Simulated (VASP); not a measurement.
CoO:

```
CELL_PARAMETERS angstrom
1.50547 0.86918 2.43993
-1.50547 0.86918 2.43993
0.00000 -1.73837 2.43993
ATOMIC_POSITIONS crystal
Co 0.00000 0.00000 0.00000
O 0.50000 0.50000 0.50000
```

Base run:

| Property | Result |
| --- | --- |
| Program | VASP 6.6.1 |
| Functional | PBEsol |
| Potentials or basis | VASP PAW PBE potentials, release 64 (Co_sv, O) |
| Cutoff | 700 eV |
| k mesh | 9 × 9 × 9 |
| Occupations | fermi-dirac, width 0.05 eV |
| Spin | collinear spin, ferromagnetic start |
| Starting moments | [4.0, 0.0] μB |
| Fixed moment | 4 μB |

Its results: pressure 15.2 GPa; site moments Co +2.95; O +0.65 μB.

The run is repeated on the same cell with these changes: fixed moment from 4 μB to 0.5 μB; moments at the start from [4.0, 0.0] to [0.5, 0.0]. What comes out?

Pressure -27.1 GPa; site moments Co +0.49; O -0.01 μB.

Caveats: the PAW data sets were made with another functional, which shifts forces and pressure a little; the total moment is fixed, so each spin has its own Fermi level and the state may be an excited one; a cell with one magnetic atom can't hold antiferromagnetic order, which such compounds often take; the cell stands under pressure (at least some runs); the cell stands under tension (at least some runs).
